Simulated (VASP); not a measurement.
A run of VASP 6.6.1:

Contents of INCAR:

```
PREC = Accurate ; ENCUT = 520
EDIFF = 1E-7 ; ISMEAR = 0
SIGMA = 0.1 ; LREAL = False
LASPH = True ; NELM = 150
ALGO = Fast ; ISIF = 2
LWAVE = False ; LCHARG = False
ISPIN = 2 ; MAGMOM = 4 2 2
LORBIT = 11 ; LMAXMIX = 4
GGA = PE ; NBANDS = 25
```

The input KPOINTS:

```
Automatic mesh
0
Gamma
  6 6 6
```

Contents of POSCAR:

```
FeNi2
1.0
    0.0000000000      2.4816874400      2.4816874400
    2.4816874400      0.0000000000      2.4816874400
    2.4816874400      2.4816874400      0.0000000000
Fe Ni
1 2
Direct
    0.0000000000      0.0000000000      0.0000000000
    0.2500000000      0.2500000000      0.2500000000
    0.7500000000      0.7500000000      0.7500000000
```

Potentials or basis: VASP PAW PBE potentials, release 64 (Fe, Ni).

Run with:

```console
$ cat potpaw_PBE.64/Fe/POTCAR potpaw_PBE.64/Ni/POTCAR > POTCAR
$ mpirun -np 1 vasp_std > vasp.out
```

Hardware: 1 thread of Intel(R) Xeon(R) Platinum 8488C (Sapphire Rapids), on a shared host.

Problem. Estimate the wall time of this run.

Solution. Wall time 40 s on 1 thread of Intel(R) Xeon(R) Platinum 8488C (Sapphire Rapids), with other jobs on the host, peak memory 0.18 GiB. Counts: scf iterations 19, k points 16.
